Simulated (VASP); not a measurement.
Input of a VASP 6.6.1 run:

File POSCAR:

```
BN
1.0
    2.5539396017      0.0000000000      0.0000000000
   -1.2769698009      2.2117765748      0.0000000000
    0.0000000000      0.0000000000      4.2268550000
N B
2 2
Direct
    0.3333333333      0.6666666667      0.1252760000
    0.6666666667      0.3333333333      0.6252760000
    0.3333333333      0.6666666667      0.4997240000
    0.6666666667      0.3333333333      0.9997240000
```

The input INCAR.step1:

```
  PREC = Accurate
  ENCUT = 520
  EDIFF = 1E-5
  ISMEAR = -1
  SIGMA = 0.05
  LREAL = False
  LASPH = True
  NELM = 80
  ALGO = Normal
  ISIF = 2
  LWAVE = True
  LCHARG = False
  NBANDS = 16
  GGA = PE
```

INCAR.step2

```
  PREC = Accurate
  ENCUT = 520
  EDIFF = 1E-7
  ISMEAR = -1
  SIGMA = 0.05
  LREAL = False
  LASPH = True
  NELM = 80
  ALGO = Normal
  ISIF = 2
  LWAVE = False
  LCHARG = False
  GGA = PE
  LHFCALC = True
  AEXX = 0.15
  HFSCREEN = 0.2078699
  PRECFOCK = Normal
  NBANDS = 16
  ISTART = 1
```

Contents of KPOINTS:

```
regular mesh
0
Gamma
  7 7 4
```

Potentials or basis: VASP PAW PBE potentials, release 64 (N, B).

The run is started by

```console
$ cat potpaw_PBE.64/N/POTCAR potpaw_PBE.64/B/POTCAR > POTCAR
$ cp INCAR.step1 INCAR
$ mpirun -np 1 vasp_std > vasp.out
$ cp INCAR.step2 INCAR
$ mpirun -np 1 vasp_std > vasp.out
```

Q: Predict the pressure.

A: -5.2 GPa.

Q: Predict the largest force.

A: 0.027 eV/Å.

Q: Predict the band gap on the k mesh.

A: 6.38 eV (least direct gap 9.21 eV).

Forces on the atoms (eV/Å):
```
N    0.000  0.000 -0.027
N    0.000  0.000 -0.027
B    0.000  0.000  0.027
B    0.000  0.000  0.027
```

Caveat: the cell stands under tension; the PAW data sets were made with another functional, which shifts forces and pressure a little. A k mesh can miss the band edges.
